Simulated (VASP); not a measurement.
# AlRu (Amm2) in VASP: further runs

Runs on AlRu. Level: PBEsol. Tasks: single point.

All numbers are computed with VASP 6.6.1; they aren't measurements. Logs are shortened: lines on timing, memory, paths and dates and some standing lists are left out, and cuts for length are marked.

## (1) The cell of the first run

Symmetry: Amm2, No. 38, orthorhombic system. The conventional cell has a = 2.992 Å, b = 4.231 Å, c = 4.231 Å, α = 90.00°, β = 90.00°, γ = 90.00°. Al (site symmetry mm2) has 8 Ru at 2.26 to 2.95 Å and 6 Al at 2.99 Å within 3.0 Å. Ru (site symmetry mm2) has 8 Al at 2.26 to 2.95 Å and 6 Ru at 2.99 Å within 3.0 Å.

## (2) Single point, PBEsol (atom 2 (Ru) moved by (-0.300, -0.300) A along y and z)

INCAR reads:

```
SYSTEM = AlRu
ALGO = Fast
EDIFF = 1E-7
ENCUT = 520
GGA = PS
ISIF = 2
ISMEAR = 0
LASPH = .TRUE.
LCHARG = .FALSE.
LREAL = .FALSE.
LWAVE = .FALSE.
NBANDS = 16
NELM = 80
PREC = Accurate
SIGMA = 0.15
```

KPOINTS reads:

```
k-points
0
G
  16 16 16
  0 0 0
```

POSCAR reads:

```
AlRu
1.0
    2.9916000000      0.0000000000      0.0000000000
    0.0000000000      2.9916000000      0.0000000000
    0.0000000000      0.0000000000      2.9916000000
Al Ru
1 1
Direct
    0.0000000000      0.0000000000      0.0000000000
    0.5000000000      0.3997192138      0.3997192138
```

Potentials or basis: VASP PAW PBE potentials, release 64 (Al, Ru_pv).

The run is started by

```sh
> cat potpaw_PBE.64/Al/POTCAR potpaw_PBE.64/Ru_pv/POTCAR > POTCAR
> mpirun -np 1 vasp_std > vasp.out
```

OUTCAR:

```text
SYSTEM = AlRu
   EDIFF = 1E-7
   ENCUT = 520
   GGA = PS
   ISIF = 2
   ISMEAR = 0
   LASPH = .TRUE.
   LREAL = .FALSE.
   NELM = 80
   PREC = Accurate

 ion  position               nearest neighbor table
   1  0.000  0.000  0.000-   2 2.26   2 2.26   2 2.63   2 2.63   2 2.63   2 2.63   2 2.95   2 2.95

   2  0.500  0.400  0.400-   1 2.26   1 2.26   1 2.63   1 2.63   1 2.63   1 2.63   1 2.95   1 2.95

  LATTYP: Found a simple cubic cell.
 ALAT       =     2.9916000000

  Lattice vectors:

 A1 = (   2.9916000000,   0.0000000000,   0.0000000000)
 A2 = (   0.0000000000,   2.9916000000,   0.0000000000)
 A3 = (   0.0000000000,   0.0000000000,   2.9916000000)

Analysis of symmetry for initial positions (statically):
=====================================================================
 Subroutine PRICEL returns:
 Original cell was already a primitive cell.

 Routine SETGRP: Setting up the symmetry group for a
 simple cubic supercell.

 Subroutine GETGRP returns: Found  4 space group operations
 (whereof  4 operations were pure point group operations)
 out of a pool of 48 trial point group operations.

The static configuration has the point symmetry C_2v.

Analysis of symmetry for dynamics (positions and initial velocities):
=====================================================================
 Subroutine PRICEL returns:
 Original cell was already a primitive cell.

 Routine SETGRP: Setting up the symmetry group for a
 simple cubic supercell.

 Subroutine GETGRP returns: Found  4 space group operations
 (whereof  4 operations were pure point group operations)
 out of a pool of 48 trial point group operations.

The dynamic configuration has the point symmetry C_2v.

 Subroutine INISYM returns: Found  4 space group operations
 (whereof  4 operations are pure point group operations),
 and found     1 'primitive' translations

----------------------------------------------------------------------------------------

                                     Primitive cell

  volume of cell :      26.7738

  direct lattice vectors                    reciprocal lattice vectors
     2.991600000  0.000000000  0.000000000     0.334269287  0.000000000  0.000000000
     0.000000000  2.991600000  0.000000000     0.000000000  0.334269287  0.000000000
     0.000000000  0.000000000  2.991600000     0.000000000  0.000000000  0.334269287

  length of vectors
     2.991600000  2.991600000  2.991600000     0.334269287  0.334269287  0.334269287

  position of ions in fractional coordinates (direct lattice)
     0.000000000  0.000000000  0.000000000
     0.500000000  0.399719214  0.399719214

  ion indices of the primitive-cell ions
   primitive index   ion index
                 1           1
                 2           2

----------------------------------------------------------------------------------------

 KPOINTS: k-points

Automatic generation of k-mesh.
 Grid dimensions read from file:
 generate k-points for:   16   16   16

 Generating k-lattice:

  Cartesian coordinates                     Fractional coordinates (reciprocal lattice)
     0.020891830  0.000000000  0.000000000     0.062500000  0.000000000  0.000000000
     0.000000000  0.020891830  0.000000000     0.000000000  0.062500000  0.000000000
     0.000000000  0.000000000  0.020891830     0.000000000  0.000000000  0.062500000

  Length of vectors
     0.020891830  0.020891830  0.020891830

  Shift w.r.t. Gamma in fractional coordinates (k-lattice)
     0.000000000  0.000000000  0.000000000

 Subroutine IBZKPT returns following result:
 ===========================================

 Found    657 irreducible k-points:

 Following reciprocal coordinates:
            Coordinates               Weight
  0.000000  0.000000  0.000000      1.000000
  0.062500  0.000000  0.000000      2.000000
  0.000000  0.062500  0.000000      4.000000
  0.125000  0.000000  0.000000      2.000000
  0.000000  0.125000  0.000000      4.000000
  0.187500  0.000000  0.000000      2.000000
[... 16 lines left out ...]
  0.062500  0.000000  0.125000      8.000000
  0.000000 -0.125000  0.062500      4.000000
 [... further k-points ...]
   k-points           NKPTS =    657   k-points in BZ     NKDIM =    657   number of bands    NBANDS=     16
   number of dos      NEDOS =    301   number of ions     NIONS =      2
   total plane-waves  NPLWV =  13824
   dimension x,y,z NGX =    24 NGY =   24 NGZ =   24
   dimension x,y,z NGXF=    48 NGYF=   48 NGZF=   48
   ions per type =               1   1
   NGX,Y,Z   is equivalent  to a cutoff of  13.34, 13.34, 13.34 a.u.
   NGXF,Y,Z  is equivalent  to a cutoff of  26.67, 26.67, 26.67 a.u.
 SYSTEM =  AlRu
   PREC   = accura    normal or accurate (medium, high low for compatibility)
   ISTART =      0    job   : 0-new  1-cont  2-samecut
   ICHARG =      2    charge: 1-file 2-atom 10-const
   ISPIN  =      1    spin polarized calculation?
   LNONCOLLINEAR =      F non collinear calculations
   LSORBIT =      F    spin-orbit coupling
   LASPH  =      T    aspherical Exc in radial PAW
   ENCUT  =  520.0 eV  38.22 Ry    6.18 a.u.   5.56  5.56  5.56*2*pi/ulx,y,z
   NELM   =     80;   NELMIN=  2; NELMDL= -5     # of ELM steps
   EDIFF  = 0.1E-06   stopping-criterion for ELM
   LREAL  =      F    real-space projection
   EDIFFG = 0.1E-05   stopping-criterion for IOM
   NSW    =      0    number of steps for IOM
   IBRION =     -1    ionic relax: 0-MD 1-quasi-New 2-CG
   NFREE  =      0    steps in history (QN), initial steepest desc. (CG)
   ISIF   =      2    stress and relaxation
   ISYM   =      2    0-nonsym 1-usesym 2-fastsym
   POTIM  = 0.5000    time-step for ionic-motion
   TEBEG  =    0.0;   TEEND  =   0.0 temperature during run
   PSTRESS=    0.0 pullay stress
   NELECT =      17.0000    total number of electrons
   NUPDOWN=      -1.0000    fix difference up-down
   EMIN   =  10.00;   EMAX   =-10.00  energy-range for DOS
   EFERMI =   0.00;   METHOD = LEGACY
   ISMEAR =     0;   SIGMA  =   0.15  broadening in eV -4-tet -1-fermi 0-gaus
   EFERMI_NEDOS =   21; number of points for ismear=-14 and -15
   IALGO  =     68    algorithm
   IMIX   =      4    mixing-type and parameters
     AMIX     =   0.40;   BMIX     =  1.00
     AMIX_MAG =   1.60;   BMIX_MAG =  1.00
  volume/ion in A,a.u.               =      13.39        90.34
  Fermi-wavevector in a.u.,A,eV,Ry     =   1.407087  2.659009 26.938090  1.979894
  Thomas-Fermi vector in A             =   2.529382
   LORBIT       =      0    0 simple, 1 ext, 2 COOP (PROOUT), +10 PAW based schemes
   GGA     = PS    functional components
   LHFCALC =     F    Hartree Fock is set to
   AEXX    =    0.0000 exact exchange contribution
   IVDW    =     0    specifies the selected vdW correction
   LEPSILON=     F    determine dielectric tensor
   LRPA    =     F    only Hartree local field effects (RPA)
 non-spin polarized calculation
 RMM-DIIS sequential band-by-band and
 Gauss-broadening in eV      SIGMA  =   0.15
  energy-cutoff  :      520.00
  volume of cell :       26.77
 maximum number of plane-waves:       739
 NGX is ok and might be reduce to    24
   NGX = 11   NGY = 11   NGZ = 11

 number of electron      16.9999997 magnetization

 Free energy of the ion-electron system (eV)
  ---------------------------------------------------
  ext. energy  EPLUGINS =         0.00000000
  ---------------------------------------------------
  free energy    TOTEN  =       -14.74526049 eV

  energy without entropy =      -14.72599814  energy(sigma->0) =      -14.73562932

 E-fermi :  10.5067     XC(G=0): -12.6338

 val. band max:       10.5063172640   @ k =  -0.3125  -0.2500   0.3750
 cond. band min:      10.5078265537   @ k =  -0.3125  -0.1250   0.0625
 fundamental gap:      0.0015092896
 Fermi energy:        10.5067091185

 k-point     1 :       0.0000    0.0000    0.0000
  band No.  band energies     occupation
      1     -31.1583      2.00000
      2     -31.1581      2.00000
      3     -31.1057      2.00000
      4       0.9693      2.00000
      5       6.7454      2.00000
      6       6.8425      2.00000
[... 8 lines left out ...]
     15      22.7068      0.00000
     16      24.6623      0.00000

 k-point     2 :       0.0625    0.0000    0.0000
  band No.  band energies     occupation
      1     -31.1666      2.00000
      2     -31.1576      2.00000
      3     -31.1050      2.00000
      4       1.0460      2.00000
      5       6.7782      2.00000
      6       6.8674      2.00000
[... 8 lines left out ...]
     15      22.7083      0.00000
     16      24.9493      0.00000

 k-point     3 :       0.0000    0.0625    0.0000
  band No.  band energies     occupation
      1     -31.1625      2.00000
      2     -31.1574      2.00000
      3     -31.1091      2.00000
      4       1.0440      2.00000
      5       6.7701      2.00000
      6       6.8718      2.00000
[... 8 lines left out ...]
     15      22.7077      0.00000
     16      24.8712      0.00000

 k-point     4 :       0.1250    0.0000    0.0000
  band No.  band energies     occupation
      1     -31.1905      2.00000
      2     -31.1556      2.00000
      3     -31.1029      2.00000
      4       1.2730      2.00000
      5       6.8614      2.00000
      6       6.9395      2.00000
[... 8 lines left out ...]
     15      22.7135      0.00000
     16      25.7983      0.00000

 k-point     5 :       0.0000    0.1250    0.0000
  band No.  band energies     occupation
      1     -31.1779      2.00000
      2     -31.1555      2.00000
      3     -31.1150      2.00000
      4       1.2650      2.00000
      5       6.8384      2.00000
      6       6.9479      2.00000
[... 8 lines left out ...]
     15      22.7264      0.00000
     16      25.5706      0.00000

 k-point     6 :       0.1875    0.0000    0.0000
  band No.  band energies     occupation
      1     -31.2261      2.00000
      2     -31.1527      2.00000
      3     -31.0999      2.00000
      4       1.6417      2.00000
      5       6.9465      2.00000
      6       7.0512      2.00000
[... 8 lines left out ...]
     15      22.7339      0.00000
     16      26.9966      0.00000

 k-point     7 :       0.0000    0.1875    0.0000
  band No.  band energies     occupation
      1     -31.2070      2.00000
      2     -31.1526      2.00000
      3     -31.1177      2.00000
      4       1.6240      2.00000
      5       6.9290      2.00000
      6       7.0362      2.00000
[... 8 lines left out ...]
     15      23.0657      0.00000
     16      26.6842      0.00000

 k-point     8 :       0.2500    0.0000    0.0000
  band No.  band energies     occupation
      1     -31.2679      2.00000
      2     -31.1492      2.00000
      3     -31.0962      2.00000
      4       2.1386      2.00000
      5       6.9496      2.00000
      6       7.1894      2.00000
[... 8 lines left out ...]
     15      22.8052      0.00000
     16      26.9988      0.00000

 k-point     9 :       0.0000    0.2500    0.0000
  band No.  band energies     occupation
      1     -31.2448      2.00000
      2     -31.1491      2.00000
      3     -31.1171      2.00000
      4       2.1073      2.00000
      5       6.9522      2.00000
      6       7.1323      2.00000
[... 8 lines left out ...]
     15      23.2907      0.00000
     16      26.9161      0.00000
[... 172 lines left out ...]
 k-point    19 :       0.0000    0.0625    0.0625
  band No.  band energies     occupation
      1     -31.1662      2.00000
      2     -31.1568      2.00000
      3     -31.1128      2.00000
      4       1.1188      2.00000
      5       6.7962      2.00000
      6       6.9016      2.00000
[... 8 lines left out ...]
     15      22.7079      0.00000
     16      25.0244      0.00000

 k-point    20 :       0.0000   -0.0625    0.0625
  band No.  band energies     occupation
      1     -31.1655      2.00000
      2     -31.1568      2.00000
      3     -31.1135      2.00000
      4       1.1177      2.00000
      5       6.7918      2.00000
      6       6.9042      2.00000
[... 8 lines left out ...]
     15      22.7082      0.00000
     16      25.0839      0.00000

 k-point    21 :       0.1250    0.0625    0.0000
  band No.  band energies     occupation
      1     -31.1898      2.00000
      2     -31.1597      2.00000
      3     -31.1063      2.00000
      4       1.3459      2.00000
      5       6.8900      2.00000
      6       6.9689      2.00000
[... 8 lines left out ...]
     15      22.7152      0.00000
     16      25.8744      0.00000

 k-point    22 :       0.0000    0.1250    0.0625
  band No.  band energies     occupation
      1     -31.1800      2.00000
      2     -31.1548      2.00000
      3     -31.1204      2.00000
      4       1.3391      2.00000
      5       6.8642      2.00000
      6       6.9817      2.00000
[... 8 lines left out ...]
     15      22.7751      0.00000
     16      25.5426      0.00000

 k-point    23 :       0.0625    0.0000    0.1250
  band No.  band energies     occupation
      1     -31.1772      2.00000
      2     -31.1638      2.00000
      3     -31.1143      2.00000
      4       1.3400      2.00000
      5       6.8757      2.00000
      6       6.9721      2.00000
[... 8 lines left out ...]
     15      22.7967      0.00000
     16      25.6892      0.00000

 k-point    24 :       0.0000   -0.1250    0.0625
  band No.  band energies     occupation
      1     -31.1789      2.00000
      2     -31.1548      2.00000
      3     -31.1214      2.00000
      4       1.3370      2.00000
      5       6.8550      2.00000
      6       6.9869      2.00000
[... 8 lines left out ...]
     15      22.7275      0.00000
     16      25.7607      0.00000

 [... further k-points ...]
[... 5 lines left out ...]
  --------------------------------------------------------------------------------------
  -------------------------------------------------------------------------------------
  Total        2.9443504      1.3194926      1.3194926      0.0000000      2.2554981      0.0000000
  in kB      176.1933476     78.9599705     78.9599705      0.0000000    134.9716264      0.0000000
  external PRESSURE =     111.3710962 kB  Pullay stress =       0.0000000 kB

 VOLUME and BASIS-vectors are now :
 -----------------------------------------------------------------------------
  energy-cutoff  :      520.00
  volume of cell :       26.77
      direct lattice vectors                 reciprocal lattice vectors
     2.991600000  0.000000000  0.000000000     0.334269287  0.000000000  0.000000000
     0.000000000  2.991600000  0.000000000     0.000000000  0.334269287  0.000000000
     0.000000000  0.000000000  2.991600000     0.000000000  0.000000000  0.334269287

 POSITION                                       TOTAL-FORCE (eV/Angst)
 -----------------------------------------------------------------------------------
      0.00000      0.00000      0.00000         0.000000     -2.886901     -2.886901
      1.49580      1.19580      1.19580         0.000000      2.886901      2.886901
 -----------------------------------------------------------------------------------
    total drift:                                0.000000      0.000041      0.000042

  FREE ENERGIE OF THE ION-ELECTRON SYSTEM (eV)
  ---------------------------------------------------
  free  energy   TOTEN  =       -14.7452604936 eV

  energy  without entropy=      -14.7259981408  energy(sigma->0) =      -14.73562932
```

Wall time 74 s (1 thread of Intel Xeon 6975P-C (Granite Rapids), shared host); peak memory 0.36 GiB.

Results:

| Item | Value |
| --- | --- |
| Free energy | -14.7453 eV |
| Pressure | 11.1 GPa |
| Largest force | 4.083 eV/Å |

Forces on the atoms (eV/Å):
```
Al   0.000 -2.887 -2.887
Ru   0.000  2.887  2.887
```

Levels at points of the mesh, in eV from the Fermi level:
```csv
k point,band 7,band 8,band 9,band 10,band 11,band 12
"(0.00, 0.00, 0.00)",-0.13,0.20,0.28,6.18,6.37,6.76
"(0.50, 0.00, 0.00)",-1.70,-1.60,0.40,2.21,7.54,11.06
"(0.00, 0.50, 0.00)",-1.70,-1.47,0.30,2.36,7.82,11.09
"(0.50, 0.50, 0.00)",-1.52,-0.70,-0.48,1.50,5.27,5.89
"(0.00, 0.50, 0.50)",-1.29,-1.13,-0.78,1.52,5.33,6.14
"(0.50, 0.50, 0.50)",1.59,1.62,2.38,4.05,4.18,4.25
```

Caveat: the cell differs from its parent crystal (atom 2 (Ru) moved by (-0.300, -0.300) A along y and z); the PAW data sets were made with another functional, which shifts forces and pressure a little.

## (3) Single point, PBEsol (atom 2 (Ru) moved by (-0.150, -0.150) A along y and z)

INCAR reads:

```
PREC = Accurate ; ENCUT = 520
EDIFF = 1E-7 ; ISMEAR = 0
SIGMA = 0.15 ; LREAL = False
LASPH = True ; NELM = 80
ALGO = Fast ; ISIF = 2
LWAVE = False ; LCHARG = False
GGA = PS ; NBANDS = 16
```

KPOINTS reads:

```
regular mesh
0
Gamma
  16 16 16
```

POSCAR: that of step 2 with these lines changed.

```diff
@@ -9,2 +9,2 @@
     0.0000000000      0.0000000000      0.0000000000
-    0.5000000000      0.3997192138      0.3997192138
+    0.5000000000      0.4498596069      0.4498596069
```

Potentials or basis: VASP PAW PBE potentials, release 64 (Al, Ru_pv).

The run is started by

```sh
> cat potpaw_PBE.64/Al/POTCAR potpaw_PBE.64/Ru_pv/POTCAR > POTCAR
> mpirun -np 1 vasp_std > vasp.out
```

It took 84 s on 1 thread of Intel Xeon 6975P-C (Granite Rapids), shared host; peak memory 0.36 GiB.

The run converged. Its results:

```
Free energy   : -15.3451 eV
Pressure      : 0.3 GPa
Largest force : 1.730 eV/Å
```

Forces in eV/Å, atoms in the order of the input:
```
Al   0.000 -1.224 -1.224
Ru   0.000  1.224  1.224
```

Stress tensor (GPa, compression positive):
```
 1.59  0.00  0.00
 0.00 -0.32  3.48
 0.00  3.48 -0.32
```

Levels at points of the mesh, in eV from the Fermi level:
| k point | band 7 | band 8 | band 9 | band 10 | band 11 | band 12 |
| --- | --- | --- | --- | --- | --- | --- |
| (0.00, 0.00, 0.00) | 0.10 | 0.18 | 0.21 | 6.09 | 6.14 | 6.24 |
| (0.50, 0.00, 0.00) | -1.64 | -1.61 | 0.42 | 2.26 | 7.46 | 11.17 |
| (0.00, 0.50, 0.00) | -1.63 | -1.58 | 0.40 | 2.29 | 7.53 | 11.01 |
| (0.50, 0.50, 0.00) | -1.50 | -0.97 | -0.91 | 1.51 | 5.26 | 6.14 |
| (0.00, 0.50, 0.50) | -1.25 | -1.21 | -1.16 | 1.52 | 5.30 | 6.20 |
| (0.50, 0.50, 0.50) | 1.61 | 1.61 | 2.54 | 4.05 | 4.10 | 4.12 |

Caveat: the cell differs from its parent crystal (atom 2 (Ru) moved by (-0.150, -0.150) A along y and z); the PAW data sets were made with another functional, which shifts forces and pressure a little.
